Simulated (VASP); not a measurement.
Write the native input for VASP 6.6.1 that does the following.

- Task: single point
- Functional: PBEsol
- Potentials or basis: VASP PAW PBE potentials, release 64 (Zr_sv, N)
- Cutoff: 520 eV
- k mesh: 8 × 8 × 12
- Occupations: gaussian, width 0.1 eV
- Spin: no spin polarisation
- Dipole correction: no
- Further INCAR settings: ALGO = Normal; EDIFF = 1e-06; NBANDS = 38

The structure of Zr2N lies in POSCAR:

```
Zr2N
1.0
    5.5848507998      0.0000000000      0.0000000000
    0.0000000000      5.5848507998      0.0000000000
    0.0000000000      0.0000000000      3.1940800271
Zr N
4 2
Direct
    0.2976766271      0.2976766271      0.0000000000
    0.7023233729      0.7023233729      0.0000000000
    0.7976766271      0.2023233729      0.5000000000
    0.2023233729      0.7976766271      0.5000000000
    0.0000000000      0.0000000000      0.0000000000
    0.5000000000      0.5000000000      0.5000000000
```

This cell differs from its parent crystal: biaxial strain in the a-b plane: +4.0 %.

One way to write it, as run:

INCAR

```
  ALGO = Normal
  EDIFF = 1E-6
  ENCUT = 520
  GGA = PS
  ISIF = 2
  ISMEAR = 0
  LASPH = True
  LCHARG = False
  LREAL = False
  LWAVE = False
  NBANDS = 38
  NELM = 100
  PREC = Accurate
  SIGMA = 0.1
```

KPOINTS

```
k-points
0
Gamma
  8 8 12
```

Potentials or basis: VASP PAW PBE potentials, release 64 (Zr_sv, N).

Command:

```sh
$ cat potpaw_PBE.64/Zr_sv/POTCAR potpaw_PBE.64/N/POTCAR > POTCAR
$ mpirun -np 1 vasp_std > vasp.out
```

Results of the run:

The pressure is -8.0 GPa and the largest force is 0.168 eV/Å. The band gap on the k mesh is zero (bands 29 and 30 overlap by 2.20 eV).

Caveat: the cell differs from its parent crystal (biaxial strain in the a-b plane: +4.0 %); the stress differs along the axes, from -13 to 2 GPa; the PAW data sets were made with another functional, which shifts forces and pressure a little.

Wall time 3 min on 1 thread of AMD EPYC 9R45 96-Core Processor (Zen 5) (shared host), peak memory 0.38 GiB.
